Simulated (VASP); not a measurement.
# Bi2Te3 (R3m) in VASP: notebook

The runs below take Bi2Te3 through single point, with PBE.

All numbers are computed with VASP 6.6.1; they aren't measurements. Logs are shortened: lines on timing, memory, paths and dates and some standing lists are left out, and cuts for length are marked.

## 1. The cell of the first run

It takes space group R3m (No. 160, trigonal). The conventional cell has a = 4.342 Å, b = 4.342 Å, c = 29.334 Å, α = 90.00°, β = 90.00°, γ = 120.00°. Within 3.9 Å of Bi (site symmetry 3m) lie 3 Te at 2.98 Å and 3 Bi at 3.37 Å. Bi (site symmetry 3m) has 9 Te at 3.22 to 4.60 Å and 9 Bi at 3.37 to 4.34 Å within 4.6 Å. Te (site symmetry 3m) has 6 Te at 2.99 to 3.39 Å within 3.9 Å. Within 3.9 Å of Te (site symmetry 3m) lie 3 Bi at 2.98 Å and 3 Te at 3.39 Å. Within 3.9 Å of Te (site symmetry 3m) lie 3 Te at 2.99 Å and 3 Bi at 3.22 Å.

## 2. Single point, PBE

The input, INCAR:

```
  PREC = Accurate
  ENCUT = 520
  EDIFF = 1E-7
  ISMEAR = -1
  SIGMA = 0.05
  LREAL = False
  LASPH = True
  NELM = 60
  ALGO = Normal
  ISIF = 2
  LWAVE = False
  LCHARG = False
  GGA = PE
  NBANDS = 32
```

The input, KPOINTS:

```
regular mesh
0
Gamma
  6 6 6
```

The input, POSCAR:

```
Bi2Te3
1.0
    2.1710605638      1.2534642987      9.7780497979
   -2.1710605638      1.2534642987      9.7780497979
    0.0000000000     -2.5069285975      9.7780497979
Bi Te
2 3
Direct
    0.1880000000      0.1880000000      0.1880000000
    0.5980000000      0.5980000000      0.5980000000
    0.3890000000      0.3890000000      0.3890000000
    0.8000000000      0.8000000000      0.8000000000
    0.0000000000      0.0000000000      0.0000000000
```

Potentials or basis: VASP PAW PBE potentials, release 64 (Bi_d, Te).

Started as:

```bash
cat potpaw_PBE.64/Bi_d/POTCAR potpaw_PBE.64/Te/POTCAR > POTCAR
mpirun -np 1 vasp_std > vasp.out
```

OUTCAR:

```text
PREC = Accurate
   ENCUT = 520
   EDIFF = 1E-7
   ISMEAR = -1
   LREAL = False
   LASPH = True
   NELM = 60
   ISIF = 2
   GGA = PE

 ion  position               nearest neighbor table
   1  0.188  0.188  0.188-   4 2.98   4 2.98   4 2.98   2 3.37   2 3.37   2 3.37
   2  0.598  0.598  0.598-   5 3.22   5 3.22   5 3.22   1 3.37   1 3.37   1 3.37
   3  0.389  0.389  0.389-   5 2.99   5 2.99   5 2.99   4 3.39   4 3.39   4 3.39
   4  0.800  0.800  0.800-   1 2.98   1 2.98   1 2.98   3 3.39   3 3.39   3 3.39
   5  0.000  0.000  0.000-   3 2.99   3 2.99   3 2.99   2 3.22   2 3.22   2 3.22

  LATTYP: Found a trigonal (rhomboedric) cell.
 ALAT       =    10.0943020843
 COS(alpha) =     0.9074828525

  Lattice vectors:

 A1 = (   2.1710605638,   1.2534642987,   9.7780497979)
 A2 = (  -2.1710605638,   1.2534642987,   9.7780497979)
 A3 = (   0.0000000000,  -2.5069285975,   9.7780497979)

Analysis of symmetry for initial positions (statically):
=====================================================================
 Subroutine PRICEL returns:
 Original cell was already a primitive cell.

 Routine SETGRP: Setting up the symmetry group for a
 trigonal (rhombohedral) supercell.

 Subroutine GETGRP returns: Found  6 space group operations
 (whereof  6 operations were pure point group operations)
 out of a pool of 12 trial point group operations.

The static configuration has the point symmetry C_3v.

Analysis of symmetry for dynamics (positions and initial velocities):
=====================================================================
 Subroutine PRICEL returns:
 Original cell was already a primitive cell.

 Routine SETGRP: Setting up the symmetry group for a
 trigonal (rhombohedral) supercell.

 Subroutine GETGRP returns: Found  6 space group operations
 (whereof  6 operations were pure point group operations)
 out of a pool of 12 trial point group operations.

The dynamic configuration has the point symmetry C_3v.

 Subroutine INISYM returns: Found  6 space group operations
 (whereof  6 operations are pure point group operations),
 and found     1 'primitive' translations

----------------------------------------------------------------------------------------

                                     Primitive cell

  volume of cell :     159.6568

  direct lattice vectors                    reciprocal lattice vectors
     2.171060564  1.253464299  9.778049798     0.230302189  0.132964829  0.034089961
    -2.171060564  1.253464299  9.778049798    -0.230302189  0.132964829  0.034089961
     0.000000000 -2.506928597  9.778049798     0.000000000 -0.265929659  0.034089961

  length of vectors
    10.094302084 10.094302084 10.094302791     0.268106079  0.268106079  0.268105779

  position of ions in fractional coordinates (direct lattice)
     0.188000000  0.188000000  0.188000000
     0.598000000  0.598000000  0.598000000
     0.389000000  0.389000000  0.389000000
     0.800000000  0.800000000  0.800000000
     0.000000000  0.000000000  0.000000000

  ion indices of the primitive-cell ions
   primitive index   ion index
                 1           1
                 2           2
                 3           3
                 4           4
                 5           5

----------------------------------------------------------------------------------------

 KPOINTS: regular mesh

Automatic generation of k-mesh.
 Grid dimensions read from file:
 generate k-points for:    6    6    6

 Generating k-lattice:

  Cartesian coordinates                     Fractional coordinates (reciprocal lattice)
     0.038383698  0.022160805  0.005681660     0.166666667  0.000000000 -0.000000000
    -0.038383698  0.022160805  0.005681660     0.000000000  0.166666667 -0.000000000
     0.000000000 -0.044321610  0.005681660     0.000000000  0.000000000  0.166666667

  Length of vectors
     0.044684346  0.044684346  0.044684297

  Shift w.r.t. Gamma in fractional coordinates (k-lattice)
     0.000000000  0.000000000  0.000000000

 Subroutine IBZKPT returns following result:
 ===========================================

 Found     32 irreducible k-points:

 Following reciprocal coordinates:
            Coordinates               Weight
  0.000000  0.000000  0.000000      1.000000
  0.166667  0.000000  0.000000      6.000000
  0.333333  0.000000  0.000000      6.000000
  0.500000  0.000000  0.000000      3.000000
  0.166667  0.166667  0.000000      6.000000
  0.333333  0.166667  0.000000     12.000000
[... 16 lines left out ...]
  0.500000  0.500000  0.166667      6.000000
 -0.333333  0.500000  0.166667     12.000000
 [... further k-points ...]
   k-points           NKPTS =     32   k-points in BZ     NKDIM =     32   number of bands    NBANDS=     32
   number of dos      NEDOS =    301   number of ions     NIONS =      5
   total plane-waves  NPLWV = 512000
   dimension x,y,z NGX =    80 NGY =   80 NGZ =   80
   dimension x,y,z NGXF=   160 NGYF=  160 NGZF=  160
   ions per type =               2   3
   NGX,Y,Z   is equivalent  to a cutoff of  13.18, 13.18, 13.18 a.u.
   NGXF,Y,Z  is equivalent  to a cutoff of  26.35, 26.35, 26.35 a.u.
 SYSTEM =  unknown system
   PREC   = accura    normal or accurate (medium, high low for compatibility)
   ISTART =      0    job   : 0-new  1-cont  2-samecut
   ICHARG =      2    charge: 1-file 2-atom 10-const
   ISPIN  =      1    spin polarized calculation?
   LNONCOLLINEAR =      F non collinear calculations
   LSORBIT =      F    spin-orbit coupling
   LASPH  =      T    aspherical Exc in radial PAW
   ENCUT  =  520.0 eV  38.22 Ry    6.18 a.u.  18.77 18.77 18.77*2*pi/ulx,y,z
   NELM   =     60;   NELMIN=  2; NELMDL= -5     # of ELM steps
   EDIFF  = 0.1E-06   stopping-criterion for ELM
   LREAL  =      F    real-space projection
   EDIFFG = 0.1E-05   stopping-criterion for IOM
   NSW    =      0    number of steps for IOM
   IBRION =     -1    ionic relax: 0-MD 1-quasi-New 2-CG
   NFREE  =      0    steps in history (QN), initial steepest desc. (CG)
   ISIF   =      2    stress and relaxation
   ISYM   =      2    0-nonsym 1-usesym 2-fastsym
   POTIM  = 0.5000    time-step for ionic-motion
   TEBEG  =    0.0;   TEEND  =   0.0 temperature during run
   PSTRESS=    0.0 pullay stress
   NELECT =      48.0000    total number of electrons
   NUPDOWN=      -1.0000    fix difference up-down
   EMIN   =  10.00;   EMAX   =-10.00  energy-range for DOS
   EFERMI =   0.00;   METHOD = LEGACY
   ISMEAR =    -1;   SIGMA  =   0.05  broadening in eV -4-tet -1-fermi 0-gaus
   EFERMI_NEDOS =   21; number of points for ismear=-14 and -15
   IALGO  =     38    algorithm
   IMIX   =      4    mixing-type and parameters
     AMIX     =   0.40;   BMIX     =  1.00
     AMIX_MAG =   1.60;   BMIX_MAG =  1.00
  volume/ion in A,a.u.               =      31.93       215.48
  Fermi-wavevector in a.u.,A,eV,Ry     =   1.096712  2.072486 16.364791  1.202778
  Thomas-Fermi vector in A             =   2.233059
   LORBIT       =      0    0 simple, 1 ext, 2 COOP (PROOUT), +10 PAW based schemes
   GGA     = PE    functional components
   LHFCALC =     F    Hartree Fock is set to
   AEXX    =    0.0000 exact exchange contribution
   IVDW    =     0    specifies the selected vdW correction
   LEPSILON=     F    determine dielectric tensor
   LRPA    =     F    only Hartree local field effects (RPA)
 non-spin polarized calculation
  energy-cutoff  :      520.00
  volume of cell :      159.66
 maximum number of plane-waves:      4320
 NGX is ok and might be reduce to    80
   NGX = 37   NGY = 37   NGZ = 37

 number of electron      47.9999998 magnetization

 Free energy of the ion-electron system (eV)
  ---------------------------------------------------
  ext. energy  EPLUGINS =         0.00000000
  ---------------------------------------------------
  free energy    TOTEN  =       -16.73926029 eV

  energy without entropy =      -16.72757861  energy(sigma->0) =      -16.73341945

 E-fermi :   7.0923     XC(G=0):  -9.6322

 val. band max:        7.0704464971   @ k =   0.5000   0.3333   0.0000
 cond. band min:       7.1499786607   @ k =   0.5000   0.1667   0.1667
 fundamental gap:      0.0795321636
 Fermi energy:         7.0922787663

 k-point     1 :       0.0000    0.0000    0.0000
  band No.  band energies     occupation
      1     -16.1167      2.00000
      2     -16.1167      2.00000
      3     -16.0841      2.00000
      4     -16.0841      2.00000
      5     -16.0810      2.00000
      6     -15.4634      2.00000
[... 24 lines left out ...]
     31      11.6350      0.00000
     32      11.9271      0.00000

 k-point     2 :       0.1667    0.0000    0.0000
  band No.  band energies     occupation
      1     -16.1182      2.00000
      2     -16.1138      2.00000
      3     -16.0853      2.00000
      4     -16.0830      2.00000
      5     -16.0784      2.00000
      6     -15.4663      2.00000
[... 24 lines left out ...]
     31      10.9091      0.00000
     32      11.8881      0.00000

 k-point     3 :       0.3333    0.0000    0.0000
  band No.  band energies     occupation
      1     -16.1218      2.00000
      2     -16.1092      2.00000
      3     -16.0879      2.00000
      4     -16.0796      2.00000
      5     -16.0727      2.00000
      6     -15.4746      2.00000
[... 24 lines left out ...]
     31      11.2866      0.00000
     32      11.8161      0.00000

 k-point     4 :       0.5000    0.0000    0.0000
  band No.  band energies     occupation
      1     -16.1237      2.00000
      2     -16.1077      2.00000
      3     -16.0891      2.00000
      4     -16.0772      2.00000
      5     -16.0697      2.00000
      6     -15.4789      2.00000
[... 24 lines left out ...]
     31      10.8048      0.00000
     32      11.5235      0.00000

 k-point     5 :       0.1667    0.1667    0.0000
  band No.  band energies     occupation
      1     -16.1182      2.00000
      2     -16.1138      2.00000
      3     -16.0853      2.00000
      4     -16.0831      2.00000
      5     -16.0784      2.00000
      6     -15.4663      2.00000
[... 584 lines left out ...]
     31      11.6584      0.00000
     32      11.7356      0.00000

 k-point    22 :      -0.1667    0.3333    0.1667
  band No.  band energies     occupation
      1     -16.1226      2.00000
      2     -16.1078      2.00000
      3     -16.0869      2.00000
      4     -16.0796      2.00000
      5     -16.0704      2.00000
      6     -15.4759      2.00000
[... 24 lines left out ...]
     31      11.4898      0.00000
     32      12.5889      0.00000

 k-point    23 :       0.5000    0.5000    0.1667
  band No.  band energies     occupation
      1     -16.1218      2.00000
      2     -16.1093      2.00000
      3     -16.0879      2.00000
      4     -16.0796      2.00000
      5     -16.0727      2.00000
      6     -15.4746      2.00000
[... 24 lines left out ...]
     31      11.1065      0.00000
     32      11.7048      0.00000

 k-point    24 :      -0.3333    0.5000    0.1667
  band No.  band energies     occupation
      1     -16.1226      2.00000
      2     -16.1078      2.00000
      3     -16.0870      2.00000
      4     -16.0796      2.00000
      5     -16.0704      2.00000
      6     -15.4759      2.00000
[... 24 lines left out ...]
     31      11.7300      0.00000
     32      12.1591      0.00000

 [... further k-points ...]

------------------------ aborting loop because EDIFF is reached ----------------------------------------

  FORCE on cell =-STRESS in cart. coord.  units (eV):
  Direction    XX          YY          ZZ          XY          YZ          ZX
  --------------------------------------------------------------------------------------
  -------------------------------------------------------------------------------------
  Total        4.9584183      4.9584333      4.1201892      0.0000000     -0.0000000      0.0000000
  in kB       49.7583920     49.7585427     41.3466506      0.0000000     -0.0000000      0.0000000
  external PRESSURE =      46.9545284 kB  Pullay stress =       0.0000000 kB

 VOLUME and BASIS-vectors are now :
 -----------------------------------------------------------------------------
  energy-cutoff  :      520.00
  volume of cell :      159.66
      direct lattice vectors                 reciprocal lattice vectors
     2.171060564  1.253464299  9.778049798     0.230302189  0.132964829  0.034089961
    -2.171060564  1.253464299  9.778049798    -0.230302189  0.132964829  0.034089961
     0.000000000 -2.506928597  9.778049798     0.000000000 -0.265929659  0.034089961

 POSITION                                       TOTAL-FORCE (eV/Angst)
 -----------------------------------------------------------------------------------
      0.00000     -0.00000      5.51482         0.000000     -0.000000      1.149213
      0.00000     -0.00000     17.54182         0.000000     -0.000000      0.440860
      0.00000     -0.00000     11.41098         0.000000     -0.000000      0.999029
      0.00000     -0.00000     23.46732         0.000000      0.000000     -1.163993
      0.00000      0.00000      0.00000         0.000000      0.000000     -1.425110
 -----------------------------------------------------------------------------------
    total drift:                                0.000000     -0.000019      0.000805

  FREE ENERGIE OF THE ION-ELECTRON SYSTEM (eV)
  ---------------------------------------------------
  free  energy   TOTEN  =       -16.7392602941 eV

  energy  without entropy=      -16.7275786088  energy(sigma->0) =      -16.73341945
```

It took 7.2 min on 1 thread of Intel Xeon 6975P-C (Granite Rapids), shared host; peak memory 0.92 GiB.

What came out:

| Item | Value |
| --- | --- |
| Free energy | -16.7393 eV |
| Pressure | 4.7 GPa |
| Largest force | 1.425 eV/Å |
| Band gap on the k mesh | zero (bands 24 and 25 overlap by 0.09 eV) |

Forces in eV/Å, atoms in the order of the input:
```
Bi   0.000  0.000  1.149
Bi   0.000  0.000  0.441
Te   0.000  0.000  0.999
Te   0.000  0.000 -1.164
Te   0.000  0.000 -1.425
```

Stress tensor (GPa, compression positive):
```
4.98 0.00 0.00
0.00 4.98 0.00
0.00 0.00 4.13
```

Caveat: the cell stands under pressure; spin-orbit coupling is left out, which moves the levels of the heavy elements; forces of over 1 eV/Å act on the atoms, so gaps and moduli don't describe the material at rest.

## 3. Single point, PBE

This run uses another cell than the first one, of 32.94 Å³/atom.

The input, INCAR:

```
SYSTEM = Bi2Te3
  PREC = Accurate
  ENCUT = 520
  EDIFF = 1E-7
  ISMEAR = -1
  SIGMA = 0.05
  LREAL = .False.
  LASPH = .True.
  NELM = 100
  ALGO = Normal
  ISIF = 2
  LWAVE = .False.
  LCHARG = .False.
  GGA = PE
  NBANDS = 32
```

The input, KPOINTS:

```
Automatic mesh
0
Gamma
  6 6 6
  0 0 0
```

POSCAR, as its differences from that of step 2:

```diff
@@ -2,5 +2,5 @@
 1.0
-    2.1710605638      1.2534642987      9.7780497979
-   -2.1710605638      1.2534642987      9.7780497979
-    0.0000000000     -2.5069285975      9.7780497979
+    2.1936774057      1.2665221583      9.8799118140
+   -2.1936774057      1.2665221583      9.8799118140
+    0.0000000000     -2.5330443165      9.8799118140
 Bi Te
```

Potentials or basis: VASP PAW PBE potentials, release 64 (Bi_d, Te).

Started as:

```bash
cat potpaw_PBE.64/Bi_d/POTCAR potpaw_PBE.64/Te/POTCAR > POTCAR
mpirun -np 1 vasp_std > vasp.out
```

Wall time 6.7 min (1 thread of Intel Xeon 6975P-C (Granite Rapids), shared host); peak memory 0.95 GiB.

It converged, with:

- Free energy: -16.8567 eV
- Pressure: 2.8 GPa
- Largest force: 1.314 eV/Å
- Band gap on the k mesh: zero (bands 24 and 25 overlap by 0.09 eV)

Forces in eV/Å, atoms in the order of the input:
```
Bi   0.000  0.000  0.973
Bi   0.000  0.000  0.464
Te   0.000  0.000  0.834
Te   0.000  0.000 -0.957
Te   0.000  0.000 -1.314
```

Stress tensor (GPa, compression positive):
```
3.07 0.00 0.00
0.00 3.07 0.00
0.00 0.00 2.15
```

Levels at points of the mesh, in eV from the Fermi level:
| k point | band 21 | band 22 | band 23 | band 24 | band 25 | band 26 | band 27 | band 28 |
| --- | --- | --- | --- | --- | --- | --- | --- | --- |
| (0.00, 0.00, 0.00) | -2.15 | -0.45 | -0.45 | -0.43 | -0.04 | 0.30 | 0.30 | 2.19 |
| (0.50, 0.00, 0.00) | -3.29 | -2.24 | -0.30 | -0.23 | -0.11 | 0.47 | 2.59 | 2.73 |
| (0.50, 0.50, 0.00) | -2.29 | -1.84 | -1.09 | -0.48 | 0.38 | 1.14 | 1.81 | 2.53 |
| (0.50, 0.50, 0.50) | -1.80 | -0.84 | -0.70 | -0.70 | 0.45 | 0.89 | 0.89 | 1.67 |

Caveat: spin-orbit coupling is left out, which moves the levels of the heavy elements; forces of over 1 eV/Å act on the atoms, so gaps and moduli don't describe the material at rest.

(Part 1 of 2 ends here.)
